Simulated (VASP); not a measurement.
# Li2SiS3 (Cmc2_1) in VASP: a series of runs

Runs on Li2SiS3. Level: PBE. Tasks: single point, relaxation of cell and atoms.

Everything below comes from runs of VASP 6.6.1. Logs are shortened: lines on timing, memory, paths and dates and some standing lists are left out, and cuts for length are marked.

### 1 The cell of the first run

Symmetry: Cmc2_1, No. 36, orthorhombic system. The conventional cell has a = 11.678 Å, b = 6.804 Å, c = 6.016 Å, α = 90.00°, β = 90.00°, γ = 90.00°. Within 3.2 Å of Li (site symmetry 1) lie 4 S at 2.42 to 2.53 Å. Within 2.8 Å of Si (site symmetry m) lie 4 S at 2.09 to 2.24 Å. S (site symmetry 1) has 1 Si at 2.09 Å and 3 Li at 2.42 to 2.45 Å within 2.8 Å. Within 2.9 Å of S (site symmetry m) lie 2 Si at 2.21 to 2.24 Å and 2 Li at 2.53 Å.

### 2 Single point, PBE

INCAR

```
SYSTEM = Li2SiS3
PREC = Accurate
ENCUT = 520
EDIFF = 1E-7
ISMEAR = 0
SIGMA = 0.02
LREAL = .False.
LASPH = .True.
NELM = 100
ALGO = Normal
ISIF = 2
LWAVE = .False.
LCHARG = .False.
GGA = PE
NBANDS = 40
```

KPOINTS

```
Automatic mesh
0
Gamma
  4 4 4
  0 0 0
```

POSCAR

```
Li2SiS3
1.0
    5.8390113779     -3.4019987121      0.0000000000
    5.8390113779      3.4019987121      0.0000000000
    0.0000000000      0.0000000000      6.0156984984
Li Si S
4 2 6
Direct
    0.1806783152      0.4888023818      0.0101496599
    0.8193216848      0.5111976182      0.5101496599
    0.4888023818      0.1806783152      0.5101496599
    0.5111976182      0.8193216848      0.0101496599
    0.8358527831      0.1641472169      0.9962283626
    0.1641472169      0.8358527831      0.4962283626
    0.1553431777      0.5408244267      0.4099668525
    0.8446568223      0.4591755733      0.9099668525
    0.5408244267      0.1553431777      0.9099668525
    0.4591755733      0.8446568223      0.4099668525
    0.8603568867      0.1396431133      0.3683366176
    0.1396431133      0.8603568867      0.8683366176
```

Potentials or basis: VASP PAW PBE potentials, release 64 (Li_sv, Si, S).

Started as:

```bash
$ cat potpaw_PBE.64/Li_sv/POTCAR potpaw_PBE.64/Si/POTCAR potpaw_PBE.64/S/POTCAR > POTCAR
$ mpirun -np 1 vasp_std > vasp.out
```

OUTCAR:

```text
SYSTEM = Li2SiS3
   PREC = Accurate
   ENCUT = 520
   EDIFF = 1E-7
   ISMEAR = 0
   LREAL = .False.
   LASPH = .True.
   NELM = 100
   ISIF = 2
   GGA = PE

 ion  position               nearest neighbor table
   1  0.181  0.489  0.010-   7 2.42   9 2.44   8 2.45  12 2.53
   2  0.819  0.511  0.510-   8 2.42  10 2.44   7 2.45  11 2.53
   3  0.489  0.181  0.510-   9 2.42   7 2.44  10 2.45  11 2.53
   4  0.511  0.819  0.010-  10 2.42   8 2.44   9 2.45  12 2.53
   5  0.836  0.164  0.996-   8 2.09   9 2.09  12 2.21  11 2.24
   6  0.164  0.836  0.496-   7 2.09  10 2.09  11 2.21  12 2.24
   7  0.155  0.541  0.410-   6 2.09   1 2.42   3 2.44   2 2.45
   8  0.845  0.459  0.910-   5 2.09   2 2.42   4 2.44   1 2.45
   9  0.541  0.155  0.910-   5 2.09   3 2.42   1 2.44   4 2.45
  10  0.459  0.845  0.410-   6 2.09   4 2.42   2 2.44   3 2.45
  11  0.860  0.140  0.368-   6 2.21   5 2.24   2 2.53   3 2.53
  12  0.140  0.860  0.868-   5 2.21   6 2.24   1 2.53   4 2.53

  LATTYP: Found a base centered orthorhombic cell.
 ALAT       =     6.8039974242
 B/A-ratio  =     1.7163473217
 C/A-ratio  =     0.8841417954

  Lattice vectors:

 A1 = (  -5.8390113779,  -3.4019987121,   0.0000000000)
 A2 = (   5.8390113779,  -3.4019987121,   0.0000000000)
 A3 = (   0.0000000000,   0.0000000000,   6.0156984984)

Analysis of symmetry for initial positions (statically):
=====================================================================
 Subroutine PRICEL returns:
 Original cell was already a primitive cell.

 Routine SETGRP: Setting up the symmetry group for a
 base centered orthorhombic supercell.

 Subroutine GETGRP returns: Found  4 space group operations
 (whereof  2 operations were pure point group operations)
 out of a pool of  8 trial point group operations.

The static configuration has the point symmetry C_1h.
 The point group associated with its full space group is C_2v.

Analysis of symmetry for dynamics (positions and initial velocities):
=====================================================================
 Subroutine PRICEL returns:
 Original cell was already a primitive cell.

 Routine SETGRP: Setting up the symmetry group for a
 base centered orthorhombic supercell.

 Subroutine GETGRP returns: Found  4 space group operations
 (whereof  2 operations were pure point group operations)
 out of a pool of  8 trial point group operations.

The dynamic configuration has the point symmetry C_1h.
 The point group associated with its full space group is C_2v.

 Subroutine INISYM returns: Found  4 space group operations
 (whereof  2 operations are pure point group operations),
 and found     1 'primitive' translations

----------------------------------------------------------------------------------------

                                     Primitive cell

  volume of cell :     238.9954

  direct lattice vectors                    reciprocal lattice vectors
     5.839011378 -3.401998712  0.000000000     0.085630934 -0.146972425  0.000000000
     5.839011378  3.401998712  0.000000000     0.085630934  0.146972425  0.000000000
     0.000000000  0.000000000  6.015698498     0.000000000  0.000000000  0.166231735

  length of vectors
     6.757784334  6.757784334  6.015698498     0.170098650  0.170098650  0.166231735

  position of ions in fractional coordinates (direct lattice)
     0.180678315  0.488802382  0.010149660
     0.819321685  0.511197618  0.510149660
     0.488802382  0.180678315  0.510149660
     0.511197618  0.819321685  0.010149660
     0.835852783  0.164147217  0.996228363
     0.164147217  0.835852783  0.496228363
     0.155343178  0.540824427  0.409966852
     0.844656822  0.459175573  0.909966852
     0.540824427  0.155343178  0.909966852
     0.459175573  0.844656822  0.409966852
     0.860356887  0.139643113  0.368336618
     0.139643113  0.860356887  0.868336618

  ion indices of the primitive-cell ions
   primitive index   ion index
                 1           1
                 2           2
                 3           3
                 4           4
                 5           5
                 6           6
                 7           7
                 8           8
                 9           9
                10          10
                11          11
                12          12

----------------------------------------------------------------------------------------

 KPOINTS: Automatic mesh

Automatic generation of k-mesh.
 Grid dimensions read from file:
 generate k-points for:    4    4    4

 Generating k-lattice:

  Cartesian coordinates                     Fractional coordinates (reciprocal lattice)
     0.021407734 -0.036743106  0.000000000     0.250000000 -0.000000000  0.000000000
     0.021407734  0.036743106  0.000000000    -0.000000000  0.250000000  0.000000000
     0.000000000  0.000000000  0.041557934     0.000000000  0.000000000  0.250000000

  Length of vectors
     0.042524662  0.042524662  0.041557934

[... 32 lines left out ...]
   LNONCOLLINEAR =      F non collinear calculations
   LSORBIT =      F    spin-orbit coupling
   LASPH  =      T    aspherical Exc in radial PAW
   ENCUT  =  520.0 eV  38.22 Ry    6.18 a.u.  12.57 12.57 11.19*2*pi/ulx,y,z
   NELM   =    100;   NELMIN=  2; NELMDL= -5     # of ELM steps
   EDIFF  = 0.1E-06   stopping-criterion for ELM
   LREAL  =      F    real-space projection
   EDIFFG = 0.1E-05   stopping-criterion for IOM
   NSW    =      0    number of steps for IOM
   IBRION =     -1    ionic relax: 0-MD 1-quasi-New 2-CG
   NFREE  =      0    steps in history (QN), initial steepest desc. (CG)
   ISIF   =      2    stress and relaxation
   ISYM   =      2    0-nonsym 1-usesym 2-fastsym
   POTIM  = 0.5000    time-step for ionic-motion
   TEBEG  =    0.0;   TEEND  =   0.0 temperature during run
   PSTRESS=    0.0 pullay stress
   NELECT =      56.0000    total number of electrons
   NUPDOWN=      -1.0000    fix difference up-down
   EMIN   =  10.00;   EMAX   =-10.00  energy-range for DOS
   EFERMI =   0.00;   METHOD = LEGACY
   ISMEAR =     0;   SIGMA  =   0.02  broadening in eV -4-tet -1-fermi 0-gaus
   EFERMI_NEDOS =   21; number of points for ismear=-14 and -15
   IALGO  =     38    algorithm
   IMIX   =      4    mixing-type and parameters
     AMIX     =   0.40;   BMIX     =  1.00
     AMIX_MAG =   1.60;   BMIX_MAG =  1.00
  volume/ion in A,a.u.               =      19.92       134.40
  Fermi-wavevector in a.u.,A,eV,Ry     =   1.009271  1.907245 13.859266  1.018627
  Thomas-Fermi vector in A             =   2.142189
   LORBIT       =      0    0 simple, 1 ext, 2 COOP (PROOUT), +10 PAW based schemes
   GGA     = PE    functional components
   LHFCALC =     F    Hartree Fock is set to
   AEXX    =    0.0000 exact exchange contribution
   IVDW    =     0    specifies the selected vdW correction
   LEPSILON=     F    determine dielectric tensor
   LRPA    =     F    only Hartree local field effects (RPA)
 non-spin polarized calculation
 Gauss-broadening in eV      SIGMA  =   0.02
  energy-cutoff  :      520.00
  volume of cell :      239.00
 maximum number of plane-waves:      6466
   NGX = 25   NGY = 25   NGZ = 23

 number of electron      56.0000022 magnetization

 Free energy of the ion-electron system (eV)
  ---------------------------------------------------
  ext. energy  EPLUGINS =         0.00000000
  ---------------------------------------------------
  free energy    TOTEN  =       -56.03869093 eV

  energy without entropy =      -56.03869093  energy(sigma->0) =      -56.03869093

 E-fermi :   2.0694     XC(G=0):  -8.4174

 val. band max:        1.9603600555   @ k =   0.0000   0.0000   0.5000
 cond. band min:       5.1543762539   @ k =   0.5000   0.2500   0.2500
 fundamental gap:      3.1940161985
 Fermi energy:         2.0694198483

 k-point     1 :       0.0000    0.0000    0.0000
  band No.  band energies     occupation
      1     -42.3024      2.00000
      2     -42.3013      2.00000
      3     -42.3011      2.00000
      4     -42.3009      2.00000
      5     -11.6220      2.00000
      6     -10.1085      2.00000
[... 32 lines left out ...]
     39       9.1140      0.00000
[... 859 lines left out ...]
     39       9.2715      0.00000
     40       9.2715      0.00000

------------------------ aborting loop because EDIFF is reached ----------------------------------------

  FORCE on cell =-STRESS in cart. coord.  units (eV):
  Direction    XX          YY          ZZ          XY          YZ          ZX
  --------------------------------------------------------------------------------------
  -------------------------------------------------------------------------------------
  Total       -0.2800532     -0.2428424     -0.1999942      0.0000000      0.0000000      0.0000000
  in kB       -1.8774208     -1.6279670     -1.3407215      0.0000000      0.0000000      0.0000000
  external PRESSURE =      -1.6153697 kB  Pullay stress =       0.0000000 kB

 VOLUME and BASIS-vectors are now :
 -----------------------------------------------------------------------------
  energy-cutoff  :      520.00
  volume of cell :      239.00
      direct lattice vectors                 reciprocal lattice vectors
     5.839011378 -3.401998712  0.000000000     0.085630934 -0.146972425  0.000000000
     5.839011378  3.401998712  0.000000000     0.085630934  0.146972425  0.000000000
     0.000000000  0.000000000  6.015698498     0.000000000  0.000000000  0.166231735

 POSITION                                       TOTAL-FORCE (eV/Angst)
 -----------------------------------------------------------------------------------
      3.90911      1.04824      0.06106         0.000390      0.000167     -0.000129
      7.76892     -1.04824      3.06891        -0.000390     -0.000167     -0.000129
      3.90911     -1.04824      3.06891         0.000390     -0.000167     -0.000129
      7.76892      1.04824      0.06106        -0.000390      0.000167     -0.000129
      5.83901     -2.28514      5.99301        -0.000000      0.010116     -0.010555
      5.83901      2.28514      2.98516        -0.000000     -0.010116     -0.010555
      4.06493      1.31141      2.46624         0.031962      0.017212      0.008134
      7.61309     -1.31141      5.47409        -0.031962     -0.017212      0.008134
      4.06493     -1.31141      5.47409         0.031962     -0.017212      0.008134
      7.61309      1.31141      2.46624        -0.031962      0.017212      0.008134
      5.83901     -2.45187      2.21580        -0.000000     -0.022596     -0.005456
      5.83901      2.45187      5.22365        -0.000000      0.022596     -0.005456
 -----------------------------------------------------------------------------------
    total drift:                               -0.000001      0.000000     -0.000507

  FREE ENERGIE OF THE ION-ELECTRON SYSTEM (eV)
  ---------------------------------------------------
  free  energy   TOTEN  =       -56.0386909260 eV

  energy  without entropy=      -56.0386909260  energy(sigma->0) =      -56.03869093
```

Wall time 3.3 min (1 thread of Intel Xeon 6975P-C (Granite Rapids), shared host); peak memory 0.42 GiB.

Results:

| Quantity | Value |
| --- | --- |
| Free energy | -56.0387 eV |
| Largest force | 0.037 eV/Å |
| Band gap on the k mesh | 3.19 eV, indirect (least direct gap 3.21 eV) |

Forces in eV/Å, atoms in the order of the input:
```
Li   0.000  0.000  0.000
Li   0.000  0.000  0.000
Li   0.000  0.000  0.000
Li   0.000  0.000  0.000
Si   0.000  0.010 -0.011
Si   0.000 -0.010 -0.011
S    0.032  0.017  0.008
S   -0.032 -0.017  0.008
S    0.032 -0.017  0.008
S   -0.032  0.017  0.008
S    0.000 -0.023 -0.005
S    0.000  0.023 -0.005
```

Caveat: the cutoff is under 1.25 times the usual one of these potentials, so pressure, stress and relaxed cells hold a basis-set (Pulay) error. A k mesh can miss the band edges.

### 3 Relaxation of cell and atoms, PBE

This run uses another cell than the first one, of 19.49 Å³/atom, 0.979 times its volume.

INCAR

```
ALGO = Normal ; EDIFF = 1E-6
EDIFFG = -0.02 ; ENCUT = 600
GGA = PE ; IBRION = 2
ISIF = 3 ; ISMEAR = 0
LASPH = T ; LCHARG = F
LREAL = F ; LWAVE = F
NELM = 100 ; NSW = 70
PREC = Accurate ; SIGMA = 0.02
```

KPOINTS

```
k-points
0
Gamma
  4 4 4
```

POSCAR

```
Li2SiS3
1.0
    5.8149986300     -3.3720939200      0.0000000000
    5.8149986300      3.3720939200      0.0000000000
    0.0000000000      0.0000000000      5.9639005700
Li Si S
4 2 6
Direct
    0.1765212600      0.4906294000      0.0088902100
    0.8234787600      0.5093705700      0.5088902100
    0.4906294000      0.1765212600      0.5088902100
    0.5093705700      0.8234787600      0.0088902100
    0.8348047700      0.1651952100      0.9970304400
    0.1651952100      0.8348047700      0.4970304400
    0.1576997800      0.5400764900      0.4104296900
    0.8423002400      0.4599235100      0.9104296600
    0.5400764900      0.1576997800      0.9104296600
    0.4599235100      0.8423002400      0.4104296900
    0.8613551900      0.1386448300      0.3691277800
    0.1386448300      0.8613551900      0.8691278100
```

Potentials or basis: VASP PAW PBE potentials, release 64 (Li_sv, Si, S).

Started as:

```bash
$ cat potpaw_PBE.64/Li_sv/POTCAR potpaw_PBE.64/Si/POTCAR potpaw_PBE.64/S/POTCAR > POTCAR
$ mpirun -np 1 vasp_std > vasp.out
```

It took 15 min on 1 thread of Intel Xeon 6975P-C (Granite Rapids), shared host; peak memory 0.48 GiB.

Results (log left out):

| Item | Value |
| --- | --- |
| Free energy | -56.0370 eV |
| Relaxed volume | 19.89 Å³/atom |
| Relaxed cell | a = 6.765 Å, b = 6.765 Å, c = 6.005 Å, α = 90.00°, β = 90.00°, γ = 60.28° |
| Space group after relaxing (to 0.05 Å) | Cmc2_1 (No. 36) |
| Energy gained by relaxing | 1.7 meV/atom |
| Ionic steps | 10 |
| Pressure after relaxing | 0.0 GPa |
| Largest force after relaxing | 0.019 eV/Å |
| Band gap on the k mesh | 3.20 eV, indirect (least direct gap 3.21 eV) |

Forces in eV/Å, atoms in the order of the input:
```
Li   0.009 -0.010  0.004
Li  -0.009  0.010  0.004
Li   0.009  0.010  0.004
Li  -0.009 -0.010  0.004
Si   0.000  0.001 -0.009
Si   0.000 -0.001 -0.009
S   -0.015  0.004  0.002
S    0.015 -0.004  0.002
S   -0.015 -0.004  0.002
S    0.015  0.004  0.002
S    0.000  0.018 -0.002
S    0.000 -0.018 -0.002
```

The path:
| step | energy change (eV) | largest force (eV/Å) | pressure (GPa) | volume (Å³) |
| --- | --- | --- | --- | --- |
| 1 | 0.0000 | 0.2390 | 1.25 | 233.89 |
| 2 | -0.0111 | 0.2566 | -0.49 | 239.07 |
| 3 | -0.0171 | 0.1189 | 0.14 | 237.11 |
| 4 | -0.0188 | 0.0462 | 0.01 | 238.01 |
| 5 | -0.0188 | 0.0358 | 0.02 | 237.89 |
| 6 | -0.0191 | 0.0259 | 0.01 | 238.06 |
| 7 | -0.0195 | 0.0223 | 0.00 | 238.34 |
| 8 | -0.0195 | 0.0566 | -0.03 | 238.88 |
| 9 | -0.0196 | 0.0379 | -0.03 | 238.63 |
| 10 | -0.0198 | 0.0186 | -0.02 | 238.68 |

Final structure:
```
CELL_PARAMETERS angstrom
5.85003 -3.39690 0.00000
5.85003 3.39690 0.00000
0.00000 0.00000 6.00540
ATOMIC_POSITIONS crystal
Li 0.17796 0.49042 0.00932
Li 0.82204 0.50958 0.50932
Li 0.49042 0.17796 0.50932
Li 0.50958 0.82204 0.00932
Si 0.83505 0.16495 0.99667
Si 0.16495 0.83505 0.49667
S 0.15706 0.54024 0.41029
S 0.84294 0.45975 0.91029
S 0.54024 0.15706 0.91029
S 0.45975 0.84294 0.41029
S 0.86109 0.13891 0.36890
S 0.13891 0.86109 0.86890
```

Levels at points of the mesh, in eV from the valence-band top:
```tsv
k point	band 25	band 26	band 27	band 28	band 29	band 30	band 31	band 32
(0.00, 0.00, 0.00)	-0.58	-0.51	-0.48	-0.18	3.64	3.71	4.42	4.53
(0.50, 0.00, 0.00)	-0.63	-0.52	-0.44	-0.26	3.73	3.77	4.51	4.72
(0.50, 0.50, 0.00)	-0.75	-0.73	-0.30	-0.16	3.65	3.80	4.44	4.76
(0.00, 0.00, 0.50)	-0.68	-0.68	0.00	0.00	3.22	3.22	4.86	4.86
(0.50, 0.00, 0.50)	-0.54	-0.54	-0.40	-0.40	3.41	3.41	4.33	4.33
(0.50, 0.50, 0.50)	-0.67	-0.67	-0.26	-0.26	3.30	3.30	4.50	4.50
```

Caveat: the cutoff is under 1.25 times the usual one of these potentials, so pressure, stress and relaxed cells hold a basis-set (Pulay) error. A k mesh can miss the band edges.

### 4 Single point, PBE

This run uses another cell than the first one, of 19.49 Å³/atom, 0.979 times its volume.

INCAR

```
ALGO = Normal
EDIFF = 1E-6
ENCUT = 520
GGA = PE
ISIF = 2
ISMEAR = 0
LASPH = T
LCHARG = T
LELF = T
LREAL = F
LVHAR = T
LWAVE = F
NBANDS = 40
NELM = 100
PREC = Accurate
SIGMA = 0.1
```

KPOINTS is that of step 3.

POSCAR is that of step 3.

Started as:

```bash
$ cat potpaw_PBE.64/Li_sv/POTCAR potpaw_PBE.64/Si/POTCAR potpaw_PBE.64/S/POTCAR > POTCAR
$ mpirun -np 1 vasp_std > vasp.out
```

Wall time 2.7 min (1 thread of Intel Xeon 6975P-C (Granite Rapids), shared host); peak memory 0.42 GiB.

Results (log left out):

```yaml
Free_energy: -56.0163 eV
Largest_force: 0.239 eV/Å
Band_gap_on_the_k_mesh: 3.25 eV, indirect (least direct gap 3.27 eV)
```

Forces on the atoms (eV/Å):
```
Li   0.028 -0.014 -0.001
Li  -0.028  0.014 -0.001
Li   0.028  0.014 -0.001
Li  -0.028 -0.014 -0.001
Si   0.000 -0.062  0.028
Si   0.000  0.062  0.028
S   -0.210 -0.102 -0.051
S    0.210  0.102 -0.051
S   -0.210  0.102 -0.051
S    0.210 -0.102 -0.051
S    0.000  0.159  0.077
S    0.000 -0.159  0.077
```

Levels at points of the mesh, in eV from the valence-band top:
| k point | band 24 | band 25 | band 26 | band 27 | band 28 | band 29 | band 30 | band 31 | band 32 | band 33 |
| --- | --- | --- | --- | --- | --- | --- | --- | --- | --- | --- |
| (0.00, 0.00, 0.00) | -0.87 | -0.61 | -0.52 | -0.49 | -0.19 | 3.66 | 3.86 | 4.49 | 4.50 | 5.16 |
| (0.50, 0.00, 0.00) | -1.20 | -0.65 | -0.54 | -0.46 | -0.26 | 3.79 | 3.88 | 4.54 | 4.74 | 5.31 |
| (0.50, 0.50, 0.00) | -0.91 | -0.77 | -0.76 | -0.32 | -0.17 | 3.75 | 3.85 | 4.47 | 4.83 | 5.17 |
| (0.00, 0.00, 0.50) | -0.98 | -0.70 | -0.70 | 0.00 | 0.00 | 3.27 | 3.27 | 4.94 | 4.94 | 5.66 |
| (0.50, 0.00, 0.50) | -0.93 | -0.56 | -0.56 | -0.42 | -0.42 | 3.48 | 3.48 | 4.36 | 4.36 | 5.38 |
| (0.50, 0.50, 0.50) | -0.92 | -0.71 | -0.71 | -0.27 | -0.27 | 3.36 | 3.36 | 4.54 | 4.54 | 5.16 |

Caveat: the cutoff is under 1.25 times the usual one of these potentials, so pressure, stress and relaxed cells hold a basis-set (Pulay) error. A k mesh can miss the band edges.

### 5 Summary

| task | cell | cutoff (eV) | smearing | gap on the mesh (eV) | largest force (eV/Å) |
| --- | --- | --- | --- | --- | --- |
| single point | a = 6.758, b = 6.758, c = 6.016 Å, angles 90.0, 90.0, 60.5°, 12 atoms | 520 | gaussian 0.02 eV | 3.19 | 0.04 |
| relaxation of cell and atoms | relaxed from a = 6.722, b = 6.722, c = 5.964 Å, angles 90.0, 90.0, 60.2°, 12 atoms | 600 | gaussian 0.02 eV | 3.20 | 0.02 |
| single point | a = 6.722, b = 6.722, c = 5.964 Å, angles 90.0, 90.0, 60.2°, 12 atoms | 520 | gaussian 0.1 eV | 3.25 | 0.24 |

Alike in all rows: level PBE; potentials or basis VASP PAW PBE potentials, release 64 (Li_sv, Si, S); no spin polarisation; k mesh 4 × 4 × 4.

Caveats: the cutoff is under 1.25 times the usual one of these potentials, so pressure, stress and relaxed cells hold a basis-set (Pulay) error.

Total energies depend on the potentials used, so only differences within one code and one set of settings carry meaning.
